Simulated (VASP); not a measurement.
Write the native input for VASP 6.6.1 that does the following.

* Task: single point
* Functional: PBEsol
* Potentials or basis: VASP PAW PBE potentials, release 64 (Al, Cu)
* Cutoff: 520 eV
* k mesh: 12 × 12 × 6
* Occupations: gaussian, width 0.1 eV
* Spin: no spin polarisation
* Dipole correction: no
* Further INCAR settings: ALGO = Normal; EDIFF = 1e-06; NBANDS = 18

The structure of Al3Cu lies in POSCAR:

```
Al3Cu
1.0
    2.7784054294      0.0000000000      0.0000000000
    0.0000000000      2.7784054294      0.0000000000
    0.0000000000      0.0000000000      7.5134034100
Al Cu
3 1
Direct
    0.0000000000      0.0000000000      0.5000000000
    0.5000000000      0.5000000000      0.2261155100
    0.5000000000      0.5000000000      0.7738844900
    0.0000000000      0.0000000000      0.0000000000
```

These files were run (other wordings do the same):

INCAR

```
SYSTEM = Al3Cu
ALGO = Normal
EDIFF = 1E-6
ENCUT = 520
GGA = PS
ISIF = 2
ISMEAR = 0
LASPH = .True.
LCHARG = .False.
LREAL = .False.
LWAVE = .False.
NBANDS = 18
NELM = 80
PREC = Accurate
SIGMA = 0.1
```

KPOINTS

```
k-points
0
Gamma
  12 12 6
  0 0 0
```

Potentials or basis: VASP PAW PBE potentials, release 64 (Al, Cu).

The run is started by

```bash
$ cat potpaw_PBE.64/Al/POTCAR potpaw_PBE.64/Cu/POTCAR > POTCAR
$ mpirun -np 1 vasp_std > vasp.out
```

It gave:

```yaml
Pressure: 1.3 GPa
Largest_force: 0.214 eV/Å
Band_gap_on_the_k_mesh: zero (bands 10 and 11 overlap by 6.16 eV)
```

Caveat: the PAW data sets were made with another functional, which shifts forces and pressure a little.

Run time: 2.1 min on 1 thread of Intel(R) Xeon(R) Platinum 8375C CPU @ 2.90GHz (Ice Lake), with other jobs on the host, peak memory 0.25 GiB.
